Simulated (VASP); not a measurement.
# Si5PdW (Cmmm) in VASP: single point with PBE

Aim: the single point of Si5PdW with PBE.

Program: VASP 6.6.1. These are calculated values, not measurements. Logs are shortened: lines on timing, memory, paths and dates and some standing lists are left out, and cuts for length are marked.

### Step 1. The cell of the first run

It takes space group Cmmm (No. 65, orthorhombic). The conventional cell has a = 11.536 Å, b = 12.863 Å, c = 2.825 Å, α = 90.00°, β = 90.00°, γ = 90.00°. Within 3.4 Å of Si (site symmetry mmm) lie 4 Pd at 2.56 Å and 6 Si at 2.65 to 2.83 Å. Within 3.2 Å of Si (site symmetry m) lie 6 Si at 2.46 to 3.06 Å and 2 Pd at 2.60 Å and 2 W at 2.64 Å. Si (site symmetry mmm) has 6 Si at 2.57 to 2.83 Å and 4 W at 2.76 Å within 3.4 Å. Within 3.2 Å of Si (site symmetry m) lie 6 Si at 2.46 to 2.83 Å and 2 W at 2.65 Å and 2 Pd at 2.79 Å. Pd (site symmetry 2mm) has 10 Si at 2.56 to 2.79 Å and 2 Pd at 2.83 Å within 3.4 Å. W (site symmetry m2m) has 10 Si at 2.64 to 2.76 Å and 2 W at 2.83 Å within 3.5 Å.

### Step 2. Single point, PBE, collinear spin, ferromagnetic start

Input file INCAR:

```
PREC = Accurate
ENCUT = 520
EDIFF = 1E-6
ISMEAR = 0
SIGMA = 0.1
LREAL = F
LASPH = T
NELM = 150
ALGO = Normal
ISIF = 2
LWAVE = F
LCHARG = F
ISPIN = 2
MAGMOM = 0 0 0 0 0 0 0 0 0 0 1 1 0 0
LORBIT = 11
LMAXMIX = 4
GGA = PE
NBANDS = 61
```

Input file KPOINTS:

```
Automatic mesh
0
Gamma
  2 2 6
```

Input file POSCAR:

```
Si5PdW
1.0
    5.7678903048     -6.4314139724      0.0000000000
    5.7678903048      6.4314139724      0.0000000000
    0.0000000000      0.0000000000      2.8251453996
Si Pd W
10 2 2
Direct
    0.5000000000      0.5000000000      0.0000000000
    0.7015110948      0.9396509225      0.0000000000
    0.9396509225      0.7015110948      0.0000000000
    0.0603490775      0.2984889052      0.0000000000
    0.2984889052      0.0603490775      0.0000000000
    0.0000000000      0.0000000000      0.0000000000
    0.4401663881      0.7947678337      0.0000000000
    0.2052321663      0.5598336119      0.0000000000
    0.5598336119      0.2052321663      0.0000000000
    0.7947678337      0.4401663881      0.0000000000
    0.3146995764      0.3146995764      0.5000000000
    0.6853004236      0.6853004236      0.5000000000
    0.8160937298      0.1839062702      0.5000000000
    0.1839062702      0.8160937298      0.5000000000
```

Potentials or basis: VASP PAW PBE potentials, release 64 (Si, Pd, W_sv).

Run with:

```
> cat potpaw_PBE.64/Si/POTCAR potpaw_PBE.64/Pd/POTCAR potpaw_PBE.64/W_sv/POTCAR > POTCAR
> mpirun -np 1 vasp_std > vasp.out
```

OUTCAR:

```text
PREC = Accurate
   ENCUT = 520
   EDIFF = 1E-6
   ISMEAR = 0
   LREAL = F
   LASPH = T
   NELM = 150
   ISIF = 2
   ISPIN = 2
   LORBIT = 11
   GGA = PE

 ion  position               nearest neighbor table
   1  0.500  0.500  0.000-  11 2.56  12 2.56  11 2.56  12 2.56   7 2.65   8 2.65   9 2.65  10 2.65

   2  0.702  0.940  0.000-   7 2.46   6 2.57  12 2.60  12 2.60  13 2.64  13 2.64   9 2.71   3 3.06

   3  0.940  0.702  0.000-  10 2.46   6 2.57  12 2.60  12 2.60  14 2.64  14 2.64   8 2.71   2 3.06
[... 15 lines left out ...]
  11  0.315  0.315  0.500-   1 2.56   1 2.56   5 2.60   4 2.60   4 2.60   5 2.60   9 2.79   8 2.79
                             8 2.79   9 2.79
  12  0.685  0.685  0.500-   1 2.56   1 2.56   3 2.60   2 2.60   2 2.60   3 2.60  10 2.79   7 2.79
                             7 2.79  10 2.79
  13  0.816  0.184  0.500-   2 2.64   4 2.64   2 2.64   4 2.64   9 2.65  10 2.65   9 2.65  10 2.65
                             6 2.76   6 2.76
  14  0.184  0.816  0.500-   3 2.64   5 2.64   3 2.64   5 2.64   7 2.65   8 2.65   7 2.65   8 2.65
                             6 2.76   6 2.76

  LATTYP: Found a base centered orthorhombic cell.
 ALAT       =    11.5357806096
 B/A-ratio  =     1.1150374977
 C/A-ratio  =     0.2449028371

  Lattice vectors:

 A1 = (   5.7678903048,  -6.4314139724,   0.0000000000)
 A2 = (   5.7678903048,   6.4314139724,   0.0000000000)
 A3 = (   0.0000000000,   0.0000000000,   2.8251453996)

Analysis of symmetry for initial positions (statically):
=====================================================================
 Subroutine PRICEL returns:
 Original cell was already a primitive cell.

 Routine SETGRP: Setting up the symmetry group for a
 base centered orthorhombic supercell.

 Subroutine GETGRP returns: Found  8 space group operations
 (whereof  8 operations were pure point group operations)
 out of a pool of  8 trial point group operations.

The static configuration has the point symmetry D_2h.

Analysis of symmetry for dynamics (positions and initial velocities):
=====================================================================
 Subroutine PRICEL returns:
 Original cell was already a primitive cell.

 Routine SETGRP: Setting up the symmetry group for a
 base centered orthorhombic supercell.

 Subroutine GETGRP returns: Found  8 space group operations
 (whereof  8 operations were pure point group operations)
 out of a pool of  8 trial point group operations.

The dynamic configuration has the point symmetry D_2h.

Analysis of structural, dynamic, and magnetic symmetry:
=====================================================================
 Subroutine PRICEL returns:
 Original cell was already a primitive cell.

 Routine SETGRP: Setting up the symmetry group for a
 base centered orthorhombic supercell.

 Subroutine GETGRP returns: Found  8 space group operations
 (whereof  8 operations were pure point group operations)
 out of a pool of  8 trial point group operations.

The overall configuration has the point symmetry D_2h.

 Subroutine INISYM returns: Found  8 space group operations
 (whereof  8 operations are pure point group operations),
 and found     1 'primitive' translations

----------------------------------------------------------------------------------------

                                     Primitive cell

  volume of cell :     209.6014

  direct lattice vectors                    reciprocal lattice vectors
     5.767890305 -6.431413972  0.000000000     0.086686808 -0.077743402  0.000000000
     5.767890305  6.431413972  0.000000000     0.086686808  0.077743402  0.000000000
     0.000000000  0.000000000  2.825145400     0.000000000  0.000000000  0.353964083

  length of vectors
     8.638960832  8.638960832  2.825145400     0.116441570  0.116441570  0.353964083

  position of ions in fractional coordinates (direct lattice)
     0.500000000  0.500000000  0.000000000
     0.701511095  0.939650923  0.000000000
     0.939650923  0.701511095  0.000000000
     0.060349077  0.298488905  0.000000000
[... 88 lines left out ...]
   EDIFFG = 0.1E-04   stopping-criterion for IOM
   NSW    =      0    number of steps for IOM
   IBRION =     -1    ionic relax: 0-MD 1-quasi-New 2-CG
   NFREE  =      0    steps in history (QN), initial steepest desc. (CG)
   ISIF   =      2    stress and relaxation
   ISYM   =      2    0-nonsym 1-usesym 2-fastsym
   POTIM  = 0.5000    time-step for ionic-motion
   TEBEG  =    0.0;   TEEND  =   0.0 temperature during run
   PSTRESS=    0.0 pullay stress
   NELECT =      88.0000    total number of electrons
   NUPDOWN=      -1.0000    fix difference up-down
   EMIN   =  10.00;   EMAX   =-10.00  energy-range for DOS
   EFERMI =   0.00;   METHOD = LEGACY
   ISMEAR =     0;   SIGMA  =   0.10  broadening in eV -4-tet -1-fermi 0-gaus
   EFERMI_NEDOS =   21; number of points for ismear=-14 and -15
   IALGO  =     38    algorithm
   IMIX   =      4    mixing-type and parameters
     AMIX     =   0.40;   BMIX     =  1.00
     AMIX_MAG =   1.60;   BMIX_MAG =  1.00
  volume/ion in A,a.u.               =      14.97       101.03
  Fermi-wavevector in a.u.,A,eV,Ry     =   1.225851  2.316522 20.445615  1.502710
  Thomas-Fermi vector in A             =   2.360873
   LORBIT       =     11    0 simple, 1 ext, 2 COOP (PROOUT), +10 PAW based schemes
   GGA     = PE    functional components
   LHFCALC =     F    Hartree Fock is set to
   AEXX    =    0.0000 exact exchange contribution
   IVDW    =     0    specifies the selected vdW correction
   LEPSILON=     F    determine dielectric tensor
   LRPA    =     F    only Hartree local field effects (RPA)
 spin polarized calculation
 Gauss-broadening in eV      SIGMA  =   0.10
  energy-cutoff  :      520.00
  volume of cell :      209.60
 maximum number of plane-waves:      5674
   NGX = 33   NGY = 33   NGZ = 11

 number of electron      88.0000015 magnetization      -0.0000396

 number of electron      88.0000015 magnetization       0.0000295

 Free energy of the ion-electron system (eV)
  ---------------------------------------------------
  ext. energy  EPLUGINS =         0.00000000
  ---------------------------------------------------
  free energy    TOTEN  =       -88.66855528 eV

  energy without entropy =      -88.62895539  energy(sigma->0) =      -88.64875534

 E-fermi :  10.3502     XC(G=0): -11.6853

 val. band max:       10.3223114842   @ k =   0.0000   0.0000   0.1667
 cond. band min:      10.4060643271   @ k =   0.5000   0.0000   0.3333
 fundamental gap:      0.0837528430
 Fermi energy:        10.3502096624

 spin component 1

 k-point     1 :       0.0000    0.0000    0.0000
  band No.  band energies     occupation
      1     -63.8732      1.00000
      2     -63.8731      1.00000
      3     -28.1718      1.00000
      4     -28.1717      1.00000
      5     -28.1646      1.00000
      6     -28.1628      1.00000
[... 697 lines left out ...]
     55      12.4727      0.00000
     56      12.8511      0.00000
 Fermi energy:        10.3502096624

 spin component 2

 k-point     1 :       0.0000    0.0000    0.0000
  band No.  band energies     occupation
      1     -63.8731      1.00000
      2     -63.8731      1.00000
      3     -28.1718      1.00000
      4     -28.1717      1.00000
      5     -28.1646      1.00000
      6     -28.1628      1.00000
[... 697 lines left out ...]
     55      12.4727      0.00000
     56      12.8511      0.00000
 [bands above 56 left out]

------------------------ aborting loop because EDIFF is reached ----------------------------------------

  FORCE on cell =-STRESS in cart. coord.  units (eV):
  Direction    XX          YY          ZZ          XY          YZ          ZX
  --------------------------------------------------------------------------------------
  -------------------------------------------------------------------------------------
  Total       -0.5314031     -0.5597239     -0.6180932     -0.0000000      0.0000000      0.0000000
  in kB       -4.0620042     -4.2784868     -4.7246573     -0.0000000      0.0000000      0.0000000
  external PRESSURE =      -4.3550494 kB  Pullay stress =       0.0000000 kB

 VOLUME and BASIS-vectors are now :
 -----------------------------------------------------------------------------
  energy-cutoff  :      520.00
  volume of cell :      209.60
      direct lattice vectors                 reciprocal lattice vectors
     5.767890305 -6.431413972  0.000000000     0.086686808 -0.077743402  0.000000000
     5.767890305  6.431413972  0.000000000     0.086686808  0.077743402  0.000000000
     0.000000000  0.000000000  2.825145400     0.000000000  0.000000000  0.353964083

 POSITION                                       TOTAL-FORCE (eV/Angst)
 -----------------------------------------------------------------------------------
      5.76789      0.00000      0.00000         0.000000     -0.000000     -0.000000
      9.46604      1.53158      0.00000        -0.035686     -0.023225     -0.000000
      9.46604     -1.53158      0.00000        -0.035686      0.023225     -0.000000
      2.06974      1.53158      0.00000         0.035686     -0.023225     -0.000000
      2.06974     -1.53158      0.00000         0.035686      0.023225     -0.000000
      0.00000      0.00000      0.00000         0.000000     -0.000000     -0.000000
      7.12297      2.28059      0.00000        -0.048771     -0.004093      0.000000
      4.41282      2.28059      0.00000         0.048771     -0.004093      0.000000
      4.41282     -2.28059      0.00000         0.048771      0.004093     -0.000000
      7.12297     -2.28059      0.00000        -0.048771      0.004093     -0.000000
      3.63031      0.00000      1.41257        -0.002393     -0.000000     -0.000000
      7.90548      0.00000      1.41257         0.002393     -0.000000     -0.000000
      5.76789     -4.06586      1.41257         0.000000      0.001131     -0.000000
      5.76789      4.06586      1.41257         0.000000     -0.001131      0.000000
 -----------------------------------------------------------------------------------
    total drift:                                0.000000      0.000000      0.000000

  FREE ENERGIE OF THE ION-ELECTRON SYSTEM (eV)
  ---------------------------------------------------
  free  energy   TOTEN  =       -88.6685552805 eV

  energy  without entropy=      -88.6289553936  energy(sigma->0) =      -88.64875534

 total charge

# of ion       s       p       d       tot
------------------------------------------
    1        0.758   0.814   0.000   1.572
    2        0.760   0.811   0.000   1.571
    3        0.760   0.811   0.000   1.571
    4        0.760   0.811   0.000   1.571
    5        0.760   0.811   0.000   1.571
    6        0.736   0.825   0.000   1.562
    7        0.782   0.782   0.000   1.565
    8        0.782   0.782   0.000   1.565
    9        0.782   0.782   0.000   1.565
   10        0.782   0.782   0.000   1.565
   11        0.496   0.597   8.642   9.736
   12        0.496   0.597   8.642   9.736
   13        2.330   6.269   3.543  12.143
   14        2.330   6.269   3.543  12.143
--------------------------------------------------
tot         13.314  21.747  24.371  59.432

 magnetization (x)

# of ion       s       p       d       tot
------------------------------------------
    1       -0.000  -0.000   0.000  -0.000
    2       -0.000  -0.000   0.000  -0.000
    3       -0.000  -0.000   0.000  -0.000
    4       -0.000  -0.000   0.000  -0.000
    5       -0.000  -0.000   0.000  -0.000
    6        0.000   0.000   0.000   0.000
    7       -0.000  -0.000   0.000  -0.000
    8       -0.000  -0.000   0.000  -0.000
    9       -0.000  -0.000   0.000  -0.000
   10       -0.000  -0.000   0.000  -0.000
   11       -0.000   0.000  -0.000  -0.000
   12       -0.000   0.000  -0.000  -0.000
   13        0.000   0.000   0.000   0.000
   14        0.000   0.000   0.000   0.000
--------------------------------------------------
tot         -0.000  -0.000   0.000  -0.000
```

Run time: 11 min. Hardware: 1 thread of Intel Xeon 8259CL, shared host; peak memory 0.52 GiB.

What came out:

* Free energy: -88.6686 eV
* Pressure: -0.4 GPa
* Largest force: 0.049 eV/Å
* Band gap on the k mesh: zero (filled and empty bands overlap)
* Net moment: 0.00 μB per cell
* Valence electrons inside the program's atomic spheres: Si 1.57, 1.56; Pd 9.74; W 12.14

Forces on the atoms (eV/Å):
```
Si   0.000  0.000  0.000
Si  -0.036 -0.023  0.000
Si  -0.036  0.023  0.000
Si   0.036 -0.023  0.000
Si   0.036  0.023  0.000
Si   0.000  0.000  0.000
Si  -0.049 -0.004  0.000
Si   0.049 -0.004  0.000
Si   0.049  0.004  0.000
Si  -0.049  0.004  0.000
Pd  -0.002  0.000  0.000
Pd   0.002  0.000  0.000
W    0.000  0.001  0.000
W    0.000 -0.001  0.000
```

Levels at points of the mesh, in eV from the Fermi level:
Spin up:
| k point | band 41 | band 42 | band 43 | band 44 | band 45 | band 46 | band 47 | band 48 | band 49 | band 50 |
| --- | --- | --- | --- | --- | --- | --- | --- | --- | --- | --- |
| (0.00, 0.00, 0.00) | 0.31 | 0.33 | 0.35 | 0.54 | 0.98 | 1.00 | 1.09 | 1.63 | 1.73 | 2.10 |
| (0.50, 0.00, 0.00) | -0.03 | 0.31 | 0.31 | 0.35 | 0.53 | 0.76 | 0.96 | 1.15 | 2.02 | 2.62 |
| (0.50, 0.50, 0.00) | 0.27 | 0.28 | 0.38 | 0.54 | 0.86 | 0.88 | 1.08 | 1.47 | 1.68 | 2.12 |
| (0.00, 0.00, 0.50) | -1.82 | -1.02 | -0.88 | -0.81 | -0.72 | -0.57 | 0.07 | 0.33 | 0.74 | 0.91 |
| (0.50, 0.00, 0.50) | -1.80 | -1.20 | -1.19 | -0.58 | -0.54 | 0.22 | 0.48 | 0.62 | 0.73 | 0.81 |
| (0.50, 0.50, 0.50) | -1.80 | -1.63 | -1.00 | -0.96 | -0.19 | -0.04 | 0.44 | 0.47 | 0.71 | 0.76 |
Spin down:
```
           k point  band 41  band 42  band 43  band 44  band 45  band 46  band 47  band 48  band 49  band 50
(0.00, 0.00, 0.00)     0.31     0.33     0.35     0.54     0.98     1.00     1.09     1.63     1.73     2.10
(0.50, 0.00, 0.00)    -0.03     0.31     0.31     0.35     0.53     0.76     0.96     1.15     2.02     2.62
(0.50, 0.50, 0.00)     0.27     0.28     0.38     0.54     0.86     0.88     1.08     1.47     1.68     2.12
(0.00, 0.00, 0.50)    -1.82    -1.02    -0.88    -0.81    -0.72    -0.57     0.07     0.33     0.74     0.91
(0.50, 0.00, 0.50)    -1.80    -1.20    -1.19    -0.58    -0.54     0.22     0.48     0.62     0.73     0.81
(0.50, 0.50, 0.50)    -1.80    -1.63    -1.00    -0.96    -0.19    -0.04     0.44     0.47     0.71     0.76
```

Caveat: the k points lie up to 0.37 Å⁻¹ apart; spin-orbit coupling is left out, which moves the levels of the heavy elements.
